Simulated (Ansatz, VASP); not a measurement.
**BaTe: VASP beside Ansatz**

```xyz
2
Lattice="4.1559 0.0000 0.0000 0.0000 4.1559 0.0000 0.0000 0.0000 4.1559" Properties=species:S:1:pos:R:3 pbc="T T T"
Ba    0.0000    0.0000    0.0000
Te    2.0780    2.0780    2.0780
```

Change from the starting cell: strain -0.025 along x and y, -0.025 along z, atoms carried along.

Alike in both runs: task single point; functional LDA; k mesh 6 × 6 × 6; occupations gaussian, width 0.05 eV; no spin polarisation.

|  | VASP | Ansatz |
| --- | --- | --- |
| version | VASP 6.6.1 | Ansatz 0.2.0 |
| potentials or method | VASP PAW LDA potentials, release 64 (Ba_sv, Te), cutoff 520 eV | scalar-relativistic, plane waves, PAW |
| valence electrons in the cell | 16 | 26 |

|  | VASP | Ansatz | Ansatz less VASP |
| --- | --- | --- | --- |
| gap on the k mesh at the Fermi level (eV) | 0.47 | 0.60 | +0.131 |
| least direct gap on the mesh (eV) | 0.76 | 0.88 | +0.122 |
| pressure (GPa) | -0.4 | -1.1 | -0.66 |

LDA's correlation is that of Perdew and Zunger in VASP and of Perdew and Wang (1992) in Ansatz. VASP's potentials hold 16 valence electrons a cell and Ansatz's 26, so a difference there can come from the potentials and not from the codes.

Neither program's run includes spin-orbit coupling.
